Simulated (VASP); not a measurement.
# Sn (I4/mmm) in VASP: single point with HSE06

Aim: the single point of Sn with HSE06.

Everything below comes from runs of VASP 6.6.1. Logs are shortened: lines on timing, memory, paths and dates and some standing lists are left out, and cuts for length are marked.

## Step 1: The cell of the first run

Symmetry: I4/mmm, No. 139, tetragonal system. Conventional cell: a = 4.112 Å, b = 4.112 Å, c = 3.365 Å, α = 90.00°, β = 90.00°, γ = 90.00°. Within 4.4 Å of Sn (site symmetry 4/mmm) lie 14 Sn at 3.36 to 4.11 Å.

## Step 2: Single point, HSE06

POSCAR

```
Sn
1.0
   -2.0558923339      2.0558923339      1.6826146010
    2.0558923339     -2.0558923339      1.6826146010
    2.0558923339      2.0558923339     -1.6826146010
Sn
1
Direct
    0.0000000000      0.0000000000      0.0000000000
```

INCAR.step1

```
SYSTEM = Sn
PREC     = Accurate       ! precision mode
ENCUT    = 520            ! plane-wave cutoff, eV
EDIFF    = 1E-5           ! SCF threshold, eV
ISMEAR   = -1             ! smearing method
SIGMA    = 0.05           ! smearing width, eV
LREAL    = .False.        ! projectors in reciprocal space
LASPH    = .True.         ! aspherical terms in the spheres
NELM     = 80             ! most SCF steps
ALGO     = Normal         ! electronic algorithm
ISIF     = 2              ! what is computed and relaxed
LWAVE    = .True.         ! write WAVECAR
LCHARG   = .False.        ! write CHGCAR
GGA      = PE             ! functional
NBANDS   = 13             ! bands
```

INCAR.step2

```
SYSTEM = Sn
PREC     = Accurate       ! precision mode
ENCUT    = 520            ! plane-wave cutoff, eV
EDIFF    = 1E-6           ! SCF threshold, eV
ISMEAR   = -1             ! smearing method
SIGMA    = 0.05           ! smearing width, eV
LREAL    = .False.        ! projectors in reciprocal space
LASPH    = .True.         ! aspherical terms in the spheres
NELM     = 80             ! most SCF steps
ALGO     = Normal         ! electronic algorithm
ISIF     = 2              ! what is computed and relaxed
LWAVE    = .False.        ! write WAVECAR
LCHARG   = .False.        ! write CHGCAR
GGA      = PE             ! functional
LHFCALC  = .True.         ! exact exchange
HFSCREEN = 0.2079         ! screening, 1/A
PRECFOCK = Normal       
ISTART   = 1            
NBANDS   = 13             ! bands
```

KPOINTS

```
Automatic mesh
0
Gamma
  6 6 6
  0 0 0
```

Potentials or basis: VASP PAW PBE potentials, release 64 (Sn_d).

Started as:

```bash
> cat potpaw_PBE.64/Sn_d/POTCAR > POTCAR
> cp INCAR.step1 INCAR
> mpirun -np 1 vasp_std > vasp.out
> cp INCAR.step2 INCAR
> mpirun -np 1 vasp_std > vasp.out
```

OUTCAR:

```text
SYSTEM = Sn
   PREC = Accurate
   ENCUT = 520
   EDIFF = 1E-6
   ISMEAR = -1
   LREAL = .False.
   LASPH = .True.
   NELM = 80
   ISIF = 2
   GGA = PE
   LHFCALC = .True.
   HFSCREEN = 0.2079
   PRECFOCK = Normal
   ISTART = 1

 ion  position               nearest neighbor table
   1  0.000  0.000  0.000-

  LATTYP: Found a body centered tetragonal cell.
 ALAT       =     4.1117846678
 C/A-ratio  =     0.8184351745

  Lattice vectors:

 A1 = (  -2.0558923339,   2.0558923339,   1.6826146010)
 A2 = (   2.0558923339,  -2.0558923339,   1.6826146010)
 A3 = (   2.0558923339,   2.0558923339,  -1.6826146010)

Analysis of symmetry for initial positions (statically):
=====================================================================
 Subroutine PRICEL returns:
 Original cell was already a primitive cell.

 Routine SETGRP: Setting up the symmetry group for a
 body centered tetragonal supercell.

 Subroutine GETGRP returns: Found 16 space group operations
 (whereof 16 operations were pure point group operations)
 out of a pool of 16 trial point group operations.

The static configuration has the point symmetry D_4h.

Analysis of symmetry for dynamics (positions and initial velocities):
=====================================================================
 Subroutine PRICEL returns:
 Original cell was already a primitive cell.

 Routine SETGRP: Setting up the symmetry group for a
 body centered tetragonal supercell.

 Subroutine GETGRP returns: Found 16 space group operations
 (whereof 16 operations were pure point group operations)
 out of a pool of 16 trial point group operations.

The dynamic configuration has the point symmetry D_4h.

 Subroutine INISYM returns: Found 16 space group operations
 (whereof 16 operations are pure point group operations),
 and found     1 'primitive' translations

----------------------------------------------------------------------------------------

                                     Primitive cell

  volume of cell :      28.4476

  direct lattice vectors                    reciprocal lattice vectors
    -2.055892334  2.055892334  1.682614601     0.000000000  0.243203397  0.297156580
     2.055892334 -2.055892334  1.682614601     0.243203397  0.000000000  0.297156580
     2.055892334  2.055892334 -1.682614601     0.243203397  0.243203397  0.000000000

  length of vectors
     3.359252666  3.359252666  3.359252666     0.383992090  0.383992090  0.343941543

  position of ions in fractional coordinates (direct lattice)
     0.000000000  0.000000000  0.000000000

  ion indices of the primitive-cell ions
   primitive index   ion index
                 1           1

----------------------------------------------------------------------------------------

 KPOINTS: Automatic mesh

Automatic generation of k-mesh.
 Grid dimensions read from file:
 generate k-points for:    6    6    6

 Generating k-lattice:

  Cartesian coordinates                     Fractional coordinates (reciprocal lattice)
     0.000000000  0.040533900  0.049526097     0.166666667 -0.000000000  0.000000000
     0.040533900  0.000000000  0.049526097    -0.000000000  0.166666667  0.000000000
     0.040533900  0.040533900  0.000000000     0.000000000  0.000000000  0.166666667

  Length of vectors
     0.063998682  0.063998682  0.057323590

  Shift w.r.t. Gamma in fractional coordinates (k-lattice)
     0.000000000  0.000000000  0.000000000

 Subroutine IBZKPT returns following result:
 ===========================================

 Found     30 irreducible k-points:

 Following reciprocal coordinates:
            Coordinates               Weight
  0.000000  0.000000  0.000000      1.000000
  0.166667  0.000000  0.000000      8.000000
  0.333333  0.000000  0.000000      8.000000
  0.500000  0.000000  0.000000      4.000000
  0.166667  0.166667  0.000000      8.000000
  0.333333  0.166667  0.000000     16.000000
[... 16 lines left out ...]
 -0.333333 -0.333333  0.166667      8.000000
 -0.166667 -0.333333  0.166667      8.000000
 [... further k-points ...]
   k-points           NKPTS =     30   k-points in BZ     NKDIM =    216   number of bands    NBANDS=     13
   number of dos      NEDOS =    301   number of ions     NIONS =      1
   total plane-waves  NPLWV =  21952
   dimension x,y,z NGX =    28 NGY =   28 NGZ =   28
   dimension x,y,z NGXF=    56 NGYF=   56 NGZF=   56
   ions per type =               1
   NGX,Y,Z   is equivalent  to a cutoff of  13.86, 13.86, 13.86 a.u.
   NGXF,Y,Z  is equivalent  to a cutoff of  27.71, 27.71, 27.71 a.u.
 SYSTEM =  Sn
   PREC   = accura    normal or accurate (medium, high low for compatibility)
   ISTART =      1    job   : 0-new  1-cont  2-samecut
   ICHARG =      0    charge: 1-file 2-atom 10-const
   ISPIN  =      1    spin polarized calculation?
   LNONCOLLINEAR =      F non collinear calculations
   LSORBIT =      F    spin-orbit coupling
   LASPH  =      T    aspherical Exc in radial PAW
   ENCUT  =  520.0 eV  38.22 Ry    6.18 a.u.   6.25  6.25  6.25*2*pi/ulx,y,z
   NELM   =     80;   NELMIN=  2; NELMDL=  0     # of ELM steps
   EDIFF  = 0.1E-05   stopping-criterion for ELM
   LREAL  =      F    real-space projection
   EDIFFG = 0.1E-04   stopping-criterion for IOM
   NSW    =      0    number of steps for IOM
   IBRION =     -1    ionic relax: 0-MD 1-quasi-New 2-CG
   NFREE  =      0    steps in history (QN), initial steepest desc. (CG)
   ISIF   =      2    stress and relaxation
   ISYM   =      3    0-nonsym 1-usesym 2-fastsym
   POTIM  = 0.5000    time-step for ionic-motion
   TEBEG  =    0.0;   TEEND  =   0.0 temperature during run
   PSTRESS=    0.0 pullay stress
   NELECT =      14.0000    total number of electrons
   NUPDOWN=      -1.0000    fix difference up-down
   EMIN   =  10.00;   EMAX   =-10.00  energy-range for DOS
   EFERMI =   0.00;   METHOD = LEGACY
   ISMEAR =    -1;   SIGMA  =   0.05  broadening in eV -4-tet -1-fermi 0-gaus
   EFERMI_NEDOS =   21; number of points for ismear=-14 and -15
   IALGO  =     38    algorithm
   IMIX   =      1    mixing-type and parameters
     AMIX     =   0.40;   BMIX     =  1.00
     AMIX_MAG =   1.60;   BMIX_MAG =  1.00
  volume/ion in A,a.u.               =      28.45       191.97
  Fermi-wavevector in a.u.,A,eV,Ry     =   1.292515  2.442500 22.729838  1.670596
  Thomas-Fermi vector in A             =   2.424218
   LORBIT       =      0    0 simple, 1 ext, 2 COOP (PROOUT), +10 PAW based schemes
   GGA     = PE    functional components
   LHFCALC =     T    Hartree Fock is set to
   PRECFOCK=normal    Normal, Fast or Accurate (Low or Medium for compatibility)
   ENCUT4O =  -1.0   cutoff for four orbital integrals eV
   NKREDX  =     1    reduce k-point grid by
   NKREDY  =     1    reduce k-point grid by
   NKREDZ  =     1    reduce k-point grid by
   AEXX    =    0.2500 exact exchange contribution
   HFSCREEN=    0.2079 screening length (either q_TF or 0.3 A-1)
   HFSCREENC=   0.2079 screening length for correlation (either q_TF or 0.3 A-1)
   ENCUTFOCK=  -1.0 apply spherical cutoff to Coloumb kernel
   IVDW    =     0    specifies the selected vdW correction
   LEPSILON=     F    determine dielectric tensor
   LRPA    =     F    only Hartree local field effects (RPA)
 non-spin polarized calculation
  energy-cutoff  :      520.00
  volume of cell :       28.45
 maximum number of plane-waves:       799
 NGX is ok and might be reduce to    28
  NGX = 20; NGY = 20; NGZ = 20

 number of electron      14.0000000 magnetization

 Free energy of the ion-electron system (eV)
  ---------------------------------------------------
  ext. energy  EPLUGINS =         0.00000000
  ---------------------------------------------------
  free energy    TOTEN  =        -4.30035739 eV

  energy without entropy =       -4.29242723  energy(sigma->0) =       -4.29639231

 E-fermi :   7.9349     XC(G=0):  -8.4108

 val. band max:        7.6233887361   @ k =  -0.3333  -0.3333   0.3333
 cond. band min:       7.9393044622   @ k =  -0.3333   0.3333   0.3333
 fundamental gap:      0.3159157261
 Fermi energy:         7.9349345193

 k-point     1 :       0.0000    0.0000    0.0000
  band No.  band energies     occupation
      1     -16.4010      2.00000
      2     -16.3365      2.00000
      3     -16.3365      2.00000
      4     -16.3351      2.00000
      5     -16.2250      2.00000
      6      -4.6532      2.00000
      7      14.7395      0.00000
      8      14.7395      0.00000
      9      17.3266      0.00000
     10      18.1751      0.00000
     11      19.3196      0.00000
     12      20.7117      0.00000
     13      20.7117      0.00000

 k-point     2 :       0.1667    0.0000    0.0000
  band No.  band energies     occupation
      1     -16.3890      2.00000
      2     -16.3407      2.00000
      3     -16.3174      2.00000
      4     -16.3038      2.00000
      5     -16.2371      2.00000
      6      -3.9375      2.00000
      7      12.7518      0.00000
      8      13.1781      0.00000
      9      14.2396      0.00000
     10      17.8859      0.00000
     11      17.9106      0.00000
     12      20.8447      0.00000
     13      20.9895      0.00000

 k-point     3 :       0.3333    0.0000    0.0000
  band No.  band energies     occupation
      1     -16.4108      2.00000
      2     -16.3580      2.00000
      3     -16.2571      2.00000
      4     -16.2395      2.00000
      5     -16.2317      2.00000
      6      -1.7843      2.00000
      7       7.1608      2.00000
      8      11.4777      0.00000
      9      12.6842      0.00000
     10      15.7753      0.00000
     11      15.8991      0.00000
     12      21.2551      0.00000
     13      25.1482      0.00000
[... 305 lines left out ...]
 k-point    23 :      -0.3333   -0.3333    0.1667
  band No.  band energies     occupation
      1     -16.3502      2.00000
      2     -16.3230      2.00000
      3     -16.2867      2.00000
      4     -16.2708      2.00000
      5     -16.1985      2.00000
      6       2.1671      2.00000
      7       4.6383      2.00000
      8       6.3271      2.00000
      9      10.8700      0.00000
     10      14.4056      0.00000
     11      18.0166      0.00000
     12      23.4175      0.00000
     13      23.5160      0.00000

 k-point    24 :      -0.1667   -0.3333    0.1667
  band No.  band energies     occupation
      1     -16.3670      2.00000
      2     -16.3404      2.00000
      3     -16.2827      2.00000
      4     -16.2404      2.00000
      5     -16.2283      2.00000
      6      -0.4588      2.00000
      7       6.4602      2.00000
      8      10.0259      0.00000
      9      10.7891      0.00000
     10      15.2443      0.00000
     11      17.9115      0.00000
     12      18.4371      0.00000
     13      23.4509      0.00000

 [... further k-points ...]
[... 5 lines left out ...]
  --------------------------------------------------------------------------------------
  -------------------------------------------------------------------------------------
  Total       -0.2455363     -0.2455363     -0.5552688      0.0000000     -0.0000000      0.0000000
  in kB      -13.8286834    -13.8286834    -31.2729250      0.0000000     -0.0000000      0.0000000
  external PRESSURE =     -19.6434306 kB  Pullay stress =       0.0000000 kB

 VOLUME and BASIS-vectors are now :
 -----------------------------------------------------------------------------
  energy-cutoff  :      520.00
  volume of cell :       28.45
      direct lattice vectors                 reciprocal lattice vectors
    -2.055892334  2.055892334  1.682614601     0.000000000  0.243203397  0.297156580
     2.055892334 -2.055892334  1.682614601     0.243203397  0.000000000  0.297156580
     2.055892334  2.055892334 -1.682614601     0.243203397  0.243203397  0.000000000

 POSITION                                       TOTAL-FORCE (eV/Angst)
 -----------------------------------------------------------------------------------
      0.00000      0.00000      0.00000         0.000000     -0.000000     -0.000000
 -----------------------------------------------------------------------------------
    total drift:                               -0.000000     -0.000000      0.000000

  FREE ENERGIE OF THE ION-ELECTRON SYSTEM (eV)
  ---------------------------------------------------
  free  energy   TOTEN  =        -4.3003573885 eV

  energy  without entropy=       -4.2924272275  energy(sigma->0) =       -4.29639231
```

It took 57 min on 1 thread of Intel Xeon Platinum 8259CL at 2.50GHz (Skylake/Cascade Lake), shared host; peak memory 0.27 GiB.

What came out:

| Item | Value |
| --- | --- |
| Free energy | -4.3004 eV |
| Pressure | -2.0 GPa |
| Band gap on the k mesh | zero (bands 7 and 8 overlap by 9.36 eV) |

Caveat: the k points lie up to 0.40 Å⁻¹ apart, too coarse for converged energies and pressures of a metal; the PAW data sets were made with another functional, which shifts forces and pressure a little; spin-orbit coupling is left out, which moves the levels of the heavy elements.

The gap in the log of VASP goes by the Fermi energy; the results here count the filled bands.